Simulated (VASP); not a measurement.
# BN (Cmc2_1) in VASP: further runs

The runs below take BN through single point, relaxation of the atoms, with LDA.

Program: VASP 6.6.1. These are calculated values, not measurements. Logs are shortened: lines on timing, memory, paths and dates and some standing lists are left out, and cuts for length are marked.

## 1. The cell of the first run

The structure is orthorhombic, space group Cmc2_1 (No. 36). Conventional cell: a = 2.616 Å, b = 4.327 Å, c = 4.064 Å, α = 90.00°, β = 90.00°, γ = 90.00°. B (site symmetry m) has 4 N at 1.53 to 1.57 Å within 2.0 Å. Within 2.0 Å of N (site symmetry m) lie 4 B at 1.53 to 1.57 Å.

## 2. Single point, LDA

INCAR

```
ALGO     = Normal         # electronic algorithm
EDIFF    = 1E-7           # SCF threshold, eV
ENCUT    = 520            # plane-wave cutoff, eV
GGA      = CA             # functional
ISIF     = 2              # what is computed and relaxed
ISMEAR   = 0              # smearing method
LASPH    = T              # aspherical terms in the spheres
LCHARG   = F              # write CHGCAR
LREAL    = F              # projectors in reciprocal space
LWAVE    = F              # write WAVECAR
NBANDS   = 16             # bands
NELM     = 100            # most SCF steps
PREC     = Accurate       # precision mode
SIGMA    = 0.05           # smearing width, eV
```

KPOINTS

```
k-points
0
Gamma
  12 12 6
```

POSCAR

```
BN
1.0
    2.6158073781      0.0000000000      0.0000000000
   -1.3079036891      2.1635222613      0.0000000000
    0.0000000000      0.0000000000      4.0637367949
B N
2 2
Direct
    0.6664226927      0.3328453854      1.0003759999
    0.3335773073      0.6671546146      0.5003759999
    0.6690310120      0.3380620240      0.6246240001
    0.3309689880      0.6619379760      0.1246240001
```

Potentials or basis: VASP PAW LDA potentials, release 64 (B, N).

Command:

```bash
> cat potpaw_LDA.64/B/POTCAR potpaw_LDA.64/N/POTCAR > POTCAR
> mpirun -np 1 vasp_std > vasp.out
```

OUTCAR:

```text
EDIFF = 1E-7
   ENCUT = 520
   GGA = CA
   ISIF = 2
   ISMEAR = 0
   LASPH = T
   LREAL = F
   NELM = 100
   PREC = Accurate

 ion  position               nearest neighbor table
   1  0.666  0.333  0.000-   3 1.53   4 1.54   4 1.57   4 1.57
   2  0.334  0.667  0.500-   4 1.53   3 1.54   3 1.57   3 1.57
   3  0.669  0.338  0.625-   1 1.53   2 1.54   2 1.57   2 1.57
   4  0.331  0.662  0.125-   2 1.53   1 1.54   1 1.57   1 1.57

  Warning from LATTYP: Monoclinic adjustment (A1->A3, A2->A1, A3->A2)!
  LATTYP: Found a base centered orthorhombic cell.
 ALAT       =     2.6158073781
 B/A-ratio  =     1.6541908089
 C/A-ratio  =     1.5535305959

  Lattice vectors:

 A1 = (   1.3079036891,  -2.1635222613,   0.0000000000)
 A2 = (   1.3079036890,   2.1635222613,   0.0000000000)
 A3 = (   0.0000000000,   0.0000000000,   4.0637367949)

Analysis of symmetry for initial positions (statically):
=====================================================================
 Subroutine PRICEL returns:
 Original cell was already a primitive cell.

 Routine SETGRP: Setting up the symmetry group for a
 base centered orthorhombic supercell.

 Subroutine GETGRP returns: Found  4 space group operations
 (whereof  2 operations were pure point group operations)
 out of a pool of  8 trial point group operations.

The static configuration has the point symmetry C_1h.
 The point group associated with its full space group is C_2v.

Analysis of symmetry for dynamics (positions and initial velocities):
=====================================================================
 Subroutine PRICEL returns:
 Original cell was already a primitive cell.

 Routine SETGRP: Setting up the symmetry group for a
 base centered orthorhombic supercell.

 Subroutine GETGRP returns: Found  4 space group operations
 (whereof  2 operations were pure point group operations)
 out of a pool of  8 trial point group operations.

The dynamic configuration has the point symmetry C_1h.
 The point group associated with its full space group is C_2v.

 Subroutine INISYM returns: Found  4 space group operations
 (whereof  2 operations are pure point group operations),
 and found     1 'primitive' translations

----------------------------------------------------------------------------------------

                                     Primitive cell

  volume of cell :      22.9981

  direct lattice vectors                    reciprocal lattice vectors
     2.615807378  0.000000000  0.000000000     0.382291146  0.231104625  0.000000000
    -1.307903689  2.163522261  0.000000000     0.000000000  0.462209249  0.000000000
     0.000000000  0.000000000  4.063736795     0.000000000  0.000000000  0.246078929

  length of vectors
     2.615807378  2.528129869  4.063736795     0.446716765  0.462209249  0.246078929

  position of ions in fractional coordinates (direct lattice)
     0.666422693  0.332845385  0.000376000
     0.333577307  0.667154615  0.500376000
     0.669031012  0.338062024  0.624624000
     0.330968988  0.661937976  0.124624000

  ion indices of the primitive-cell ions
   primitive index   ion index
                 1           1
                 2           2
                 3           3
                 4           4

----------------------------------------------------------------------------------------

 KPOINTS: k-points

Automatic generation of k-mesh.
 Grid dimensions read from file:
 generate k-points for:   12   12    6

 Generating k-lattice:

  Cartesian coordinates                     Fractional coordinates (reciprocal lattice)
     0.031857595  0.019258719  0.000000000     0.083333333 -0.000000000  0.000000000
     0.000000000  0.038517437  0.000000000     0.000000000  0.083333333  0.000000000
     0.000000000  0.000000000  0.041013155     0.000000000  0.000000000  0.166666667

  Length of vectors
     0.037226397  0.038517437  0.041013155

  Shift w.r.t. Gamma in fractional coordinates (k-lattice)
     0.000000000  0.000000000  0.000000000

 Subroutine IBZKPT returns following result:
 ===========================================

 Found    172 irreducible k-points:

 Following reciprocal coordinates:
            Coordinates               Weight
  0.000000  0.000000  0.000000      1.000000
  0.083333  0.000000  0.000000      4.000000
  0.166667 -0.000000  0.000000      4.000000
  0.250000  0.000000  0.000000      4.000000
  0.333333 -0.000000  0.000000      4.000000
  0.416667 -0.000000  0.000000      4.000000
[... 16 lines left out ...]
  0.333333  0.166667  0.000000      4.000000
  0.416667  0.166667  0.000000      4.000000
 [... further k-points ...]
   k-points           NKPTS =    172   k-points in BZ     NKDIM =    172   number of bands    NBANDS=     16
   number of dos      NEDOS =    301   number of ions     NIONS =      4
   total plane-waves  NPLWV =  12000
   dimension x,y,z NGX =    20 NGY =   20 NGZ =   30
   dimension x,y,z NGXF=    40 NGYF=   40 NGZF=   60
   ions per type =               2   2
   NGX,Y,Z   is equivalent  to a cutoff of  12.71, 13.15, 12.27 a.u.
   NGXF,Y,Z  is equivalent  to a cutoff of  25.42, 26.30, 24.55 a.u.
 SYSTEM =  unknown system
   PREC   = accura    normal or accurate (medium, high low for compatibility)
   ISTART =      0    job   : 0-new  1-cont  2-samecut
   ICHARG =      2    charge: 1-file 2-atom 10-const
   ISPIN  =      1    spin polarized calculation?
   LNONCOLLINEAR =      F non collinear calculations
   LSORBIT =      F    spin-orbit coupling
   LASPH  =      T    aspherical Exc in radial PAW
   ENCUT  =  520.0 eV  38.22 Ry    6.18 a.u.   4.86  4.70  7.56*2*pi/ulx,y,z
   NELM   =    100;   NELMIN=  2; NELMDL= -5     # of ELM steps
   EDIFF  = 0.1E-06   stopping-criterion for ELM
   LREAL  =      F    real-space projection
   EDIFFG = 0.1E-05   stopping-criterion for IOM
   NSW    =      0    number of steps for IOM
   IBRION =     -1    ionic relax: 0-MD 1-quasi-New 2-CG
   NFREE  =      0    steps in history (QN), initial steepest desc. (CG)
   ISIF   =      2    stress and relaxation
   ISYM   =      2    0-nonsym 1-usesym 2-fastsym
   POTIM  = 0.5000    time-step for ionic-motion
   TEBEG  =    0.0;   TEEND  =   0.0 temperature during run
   PSTRESS=    0.0 pullay stress
   NELECT =      16.0000    total number of electrons
   NUPDOWN=      -1.0000    fix difference up-down
   EMIN   =  10.00;   EMAX   =-10.00  energy-range for DOS
   EFERMI =   0.00;   METHOD = LEGACY
   ISMEAR =     0;   SIGMA  =   0.05  broadening in eV -4-tet -1-fermi 0-gaus
   EFERMI_NEDOS =   21; number of points for ismear=-14 and -15
   IALGO  =     38    algorithm
   IMIX   =      4    mixing-type and parameters
     AMIX     =   0.40;   BMIX     =  1.00
     AMIX_MAG =   1.60;   BMIX_MAG =  1.00
  volume/ion in A,a.u.               =       5.75        38.80
  Fermi-wavevector in a.u.,A,eV,Ry     =   1.450610  2.741255 28.630313  2.104269
  Thomas-Fermi vector in A             =   2.568202
   LORBIT       =      0    0 simple, 1 ext, 2 COOP (PROOUT), +10 PAW based schemes
   GGA     = CA    functional components
   LHFCALC =     F    Hartree Fock is set to
   AEXX    =    0.0000 exact exchange contribution
   IVDW    =     0    specifies the selected vdW correction
   LEPSILON=     F    determine dielectric tensor
   LRPA    =     F    only Hartree local field effects (RPA)
 non-spin polarized calculation
 Gauss-broadening in eV      SIGMA  =   0.05
  energy-cutoff  :      520.00
  volume of cell :       23.00
 maximum number of plane-waves:       633
   NGX =  9   NGY =  9   NGZ = 15

 number of electron      15.9999998 magnetization

 Free energy of the ion-electron system (eV)
  ---------------------------------------------------
  ext. energy  EPLUGINS =         0.00000000
  ---------------------------------------------------
  free energy    TOTEN  =       -38.61547614 eV

  energy without entropy =      -38.61547614  energy(sigma->0) =      -38.61547614

 E-fermi :   8.2186     XC(G=0): -13.2232

 val. band max:        8.0115023025   @ k =   0.0000   0.0000   0.0000
 cond. band min:      12.9805024059   @ k =   0.3333   0.3333   0.0000
 fundamental gap:      4.9690001035
 Fermi energy:         8.2186296288

 k-point     1 :       0.0000    0.0000    0.0000
  band No.  band energies     occupation
      1     -12.6720      2.00000
      2      -7.9651      2.00000
      3      -3.1923      2.00000
      4       5.1542      2.00000
      5       5.5568      2.00000
      6       7.7029      2.00000
[... 8 lines left out ...]
     15      20.3928      0.00000
     16      24.6772      0.00000

 k-point     2 :       0.0833    0.0000    0.0000
  band No.  band energies     occupation
      1     -12.5253      2.00000
      2      -7.8576      2.00000
      3      -3.0496      2.00000
      4       4.5320      2.00000
      5       5.2164      2.00000
      6       7.1969      2.00000
[... 8 lines left out ...]
     15      20.6778      0.00000
     16      24.3833      0.00000

 k-point     3 :       0.1667   -0.0000    0.0000
  band No.  band energies     occupation
      1     -12.0894      2.00000
      2      -7.5539      2.00000
      3      -2.6268      2.00000
      4       2.9071      2.00000
      5       4.5667      2.00000
      6       5.8604      2.00000
[... 8 lines left out ...]
     15      21.7099      0.00000
     16      23.3884      0.00000

 k-point     4 :       0.2500    0.0000    0.0000
  band No.  band energies     occupation
      1     -11.3799      2.00000
      2      -7.1260      2.00000
      3      -1.9452      2.00000
      4       0.9983      2.00000
      5       3.8646      2.00000
      6       4.1591      2.00000
[... 8 lines left out ...]
     15      22.8258      0.00000
     16      23.3845      0.00000

 k-point     5 :       0.3333   -0.0000    0.0000
  band No.  band energies     occupation
      1     -10.4348      2.00000
      2      -6.7670      2.00000
      3      -1.1181      2.00000
      4      -0.5775      2.00000
      5       2.4523      2.00000
      6       3.2744      2.00000
[... 8 lines left out ...]
     15      24.0193      0.00000
     16      24.4575      0.00000

 k-point     6 :       0.4167   -0.0000    0.0000
  band No.  band energies     occupation
      1      -9.3607      2.00000
      2      -6.8469      2.00000
      3      -1.5909      2.00000
      4      -0.0123      2.00000
      5       1.0411      2.00000
      6       2.8834      2.00000
[... 8 lines left out ...]
     15      24.1209      0.00000
     16      25.2469      0.00000
[... 267 lines left out ...]
 k-point    21 :       0.1667    0.1667    0.0000
  band No.  band energies     occupation
      1     -10.8754      2.00000
      2      -6.8222      2.00000
      3      -1.4677      2.00000
      4       0.9217      2.00000
      5       1.9465      2.00000
      6       4.2612      2.00000
[... 8 lines left out ...]
     15      23.6059      0.00000
     16      24.1181      0.00000

 k-point    22 :       0.2500    0.1667    0.0000
  band No.  band energies     occupation
      1      -9.9362      2.00000
      2      -6.5441      2.00000
      3      -0.6570      2.00000
      4      -0.3512      2.00000
      5       1.0553      2.00000
      6       3.0188      2.00000
[... 8 lines left out ...]
     15      24.0772      0.00000
     16      24.2412      0.00000

 k-point    23 :       0.3333    0.1667    0.0000
  band No.  band energies     occupation
      1      -8.8933      2.00000
      2      -6.6946      2.00000
      3      -1.3125      2.00000
      4       0.4404      2.00000
      5       0.6008      2.00000
      6       1.9007      2.00000
[... 8 lines left out ...]
     15      23.7828      0.00000
     16      24.4301      0.00000

 k-point    24 :       0.4167    0.1667    0.0000
  band No.  band energies     occupation
      1      -8.3015      2.00000
      2      -7.0302      2.00000
      3      -1.5328      2.00000
      4       0.6127      2.00000
      5       0.9902      2.00000
      6       1.3359      2.00000
[... 8 lines left out ...]
     15      23.7527      0.00000
     16      25.0556      0.00000

 [... further k-points ...]

------------------------ aborting loop because EDIFF is reached ----------------------------------------

  FORCE on cell =-STRESS in cart. coord.  units (eV):
  Direction    XX          YY          ZZ          XY          YZ          ZX
  --------------------------------------------------------------------------------------
  -------------------------------------------------------------------------------------
  Total       -4.1804281      1.0109926      4.2950018     -0.0000000      0.0000000      0.0000000
  in kB     -291.2316939     70.4313220    299.2135355     -0.0000000      0.0000000      0.0000000
  external PRESSURE =      26.1377212 kB  Pullay stress =       0.0000000 kB

 VOLUME and BASIS-vectors are now :
 -----------------------------------------------------------------------------
  energy-cutoff  :      520.00
  volume of cell :       23.00
      direct lattice vectors                 reciprocal lattice vectors
     2.615807378  0.000000000  0.000000000     0.382291146  0.231104625  0.000000000
    -1.307903689  2.163522261  0.000000000     0.000000000  0.462209249  0.000000000
     0.000000000  0.000000000  4.063736795     0.000000000  0.000000000  0.246078929

 POSITION                                       TOTAL-FORCE (eV/Angst)
 -----------------------------------------------------------------------------------
      1.30790      0.72012      0.00153        -0.000000      0.006884      0.007020
     -0.00000      1.44340      2.03340         0.000000     -0.006884      0.007020
      1.30790      0.73140      2.53831        -0.000000      0.004959     -0.007020
     -0.00000      1.43212      0.50644         0.000000     -0.004959     -0.007020
 -----------------------------------------------------------------------------------
    total drift:                                0.000000     -0.000000     -0.000147

  FREE ENERGIE OF THE ION-ELECTRON SYSTEM (eV)
  ---------------------------------------------------
  free  energy   TOTEN  =       -38.6154761369 eV

  energy  without entropy=      -38.6154761369  energy(sigma->0) =      -38.61547614
```

Wall time 41 s (1 thread of Intel Xeon Platinum 8375C at 2.90GHz (Ice Lake), shared host); peak memory 0.16 GiB.

Results:

```yaml
Free_energy: -38.6155 eV
Pressure: 2.6 GPa
Largest_force: 0.010 eV/Å
Band_gap_on_the_k_mesh: 4.97 eV (least direct gap 7.52 eV)
```

Forces in eV/Å, atoms in the order of the input:
```
B    0.000  0.007  0.007
B    0.000 -0.007  0.007
N    0.000  0.005 -0.007
N    0.000 -0.005 -0.007
```

Stress tensor (GPa, compression positive):
```
-29.12   0.00   0.00
  0.00   7.04   0.00
  0.00   0.00  29.92
```

Caveat: the cell differs from its parent crystal (strain +e along x and -e along y +0.0233, strain +e along z and -e/2 along x and y -0.0267); the stress differs along the axes, from -29 to 30 GPa.

## 3. Relaxation of the atoms, LDA

INCAR

```
SYSTEM = BN
ALGO = Normal ; EDIFF = 1E-6
EDIFFG = -0.01 ; ENCUT = 520
IBRION = 2 ; ISIF = 2
ISMEAR = 0 ; LASPH = .True.
LCHARG = .False. ; LREAL = .False.
LWAVE = .False. ; NELM = 80
NSW = 50 ; PREC = Accurate
SIGMA = 0.05
```

KPOINTS

```
k-points
0
Gamma
  12 12 6
  0 0 0
```

POSCAR

```
BN
1.0
    2.6158073781      0.0000000000      0.0000000000
   -1.3079036891      2.1635222613      0.0000000000
    0.0000000000      0.0000000000      4.0637367949
B N
2 2
Direct
    0.6666666667      0.3333333333      0.9997087310
    0.3333333333      0.6666666667      0.4997087310
    0.6666666667      0.3333333333      0.6252912690
    0.3333333333      0.6666666667      0.1252912690
```

Potentials or basis: VASP PAW LDA potentials, release 64 (B, N).

Command:

```bash
> cat potpaw_LDA.64/B/POTCAR potpaw_LDA.64/N/POTCAR > POTCAR
> mpirun -np 1 vasp_std > vasp.out
```

Run time: 79 s. Hardware: 1 thread of Intel Xeon Platinum 8375C at 2.90GHz (Ice Lake), shared host; peak memory 0.15 GiB.

The run converged. Its results:

| Property | Result |
| --- | --- |
| Free energy | -38.6155 eV |
| Energy gained by relaxing | 0.9 meV/atom |
| Ionic steps | 6 |
| Pressure after relaxing | 2.6 GPa |
| Largest force after relaxing | 0.004 eV/Å |
| Band gap on the k mesh | 4.97 eV (least direct gap 7.53 eV) |

Forces in eV/Å, atoms in the order of the input:
```
B    0.000 -0.004  0.001
B    0.000  0.004  0.001
N    0.000  0.001 -0.001
N    0.000 -0.001 -0.001
```

Stress tensor (GPa, compression positive):
```
-29.12   0.00   0.00
  0.00   7.03   0.00
  0.00   0.00  29.89
```

Step by step:
```csv
step,energy change (eV),largest force (eV/Å),pressure (GPa)
1,0.0000,0.3009,2.94
2,0.0011,0.3405,2.29
3,-0.0030,0.0594,2.59
4,-0.0032,0.0563,2.59
5,-0.0032,0.0555,2.60
6,-0.0034,0.0041,2.60
```

Final structure:
```
B N
1.0
     2.61581    0.00000    0.00000
    -1.30790    2.16352    0.00000
     0.00000    0.00000    4.06374
B N
2 2
Direct
  0.66654 0.33309 0.00040
  0.33346 0.66691 0.50040
  0.66899 0.33798 0.62460
  0.33101 0.66202 0.12460
```

Levels at points of the mesh, in eV from the valence-band top:
| k point | band 6 | band 7 | band 8 | band 9 | band 10 | band 11 |
| --- | --- | --- | --- | --- | --- | --- |
| (0.00, 0.00, 0.00) | -0.31 | -0.28 | 0.00 | 7.53 | 7.72 | 9.46 |
| (0.50, 0.00, 0.00) | -5.28 | -4.78 | -1.95 | 6.60 | 8.20 | 10.46 |
| (0.00, 0.50, 0.00) | -6.04 | -4.71 | -2.60 | 5.33 | 7.71 | 9.83 |
| (0.00, 0.00, 0.50) | -1.74 | -1.36 | -1.36 | 8.65 | 8.65 | 9.25 |
| (0.50, 0.00, 0.50) | -3.92 | -3.55 | -3.55 | 6.76 | 6.76 | 10.32 |
| (0.00, 0.50, 0.50) | -4.62 | -3.50 | -3.50 | 5.96 | 5.96 | 10.27 |

Caveat: the cell differs from its parent crystal (strain +e along x and -e along y +0.0233, strain +e along z and -e/2 along x and y -0.0267).
